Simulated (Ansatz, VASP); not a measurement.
**Two plane-wave programs on Bi**

Contents of INCAR:

```
PREC = Accurate ; ENCUT = 520
EDIFF = 1E-6 ; ISMEAR = 0
SIGMA = 0.05 ; LREAL = F
LASPH = T ; NELM = 100
ALGO = Fast ; ISIF = 2
LWAVE = F ; LCHARG = F
NBANDS = 14
```

File KPOINTS:

```
Automatic mesh
0
Gamma
  10 10 10
```

File POSCAR:

```
Bi
1.0
   -4.2574820000      4.2574820000      1.3947999000
    4.2574820000     -4.2574820000      1.3947999000
    4.2574820000      4.2574820000     -1.3947999000
Bi
1
Direct
    0.0000000000      0.0000000000      0.0000000000
```

Input for Ansatz:

```yaml
crystal:
  lattice:
    - [-4.257482, 4.257482, 1.3947999]
    - [4.257482, -4.257482, 1.3947999]
    - [4.257482, 4.257482, -1.3947999]
  atoms:
    - { symbol: Bi, position: [0.0, 0.0, 0.0] }
basis:
  ecutwfc: 420
kpoints:
  mp_grid: { grid: [10, 10, 10] }
hamiltonian:
  xc: lda
scf:
  occupations: { method: gaussian, width: 0.05 }
output:
  forces: true
  stress: true
  eigenvalues: true
```

Change from the starting cell: strain +0.000 along x and y, -0.025 along z, atoms carried along.

Alike in both runs: task single point; functional LDA; k mesh 10 × 10 × 10; occupations gaussian, width 0.05 eV; no spin polarisation.

|  | VASP | Ansatz |
| --- | --- | --- |
| version | VASP 6.6.1 | Ansatz 0.2.0 |
| potentials or method | VASP PAW LDA potentials, release 64 (Bi_d), cutoff 520 eV | scalar-relativistic, plane waves, PAW |
| valence electrons in the cell | 15 | 15 |

|  | VASP | Ansatz | Ansatz less VASP |
| --- | --- | --- | --- |
| gap on the k mesh at the Fermi level (eV) | none | none | - |
| pressure (GPa) | -0.6 | -0.6 | +0.03 |
| traceless stress, the component that is largest in VASP (GPa) | -0.42 | -0.40 | +0.018 |

LDA's correlation is that of Perdew and Zunger in VASP and of Perdew and Wang (1992) in Ansatz. A gap of «none» marks a metal or a gap that the smearing closes.

Spin-orbit coupling is off throughout.
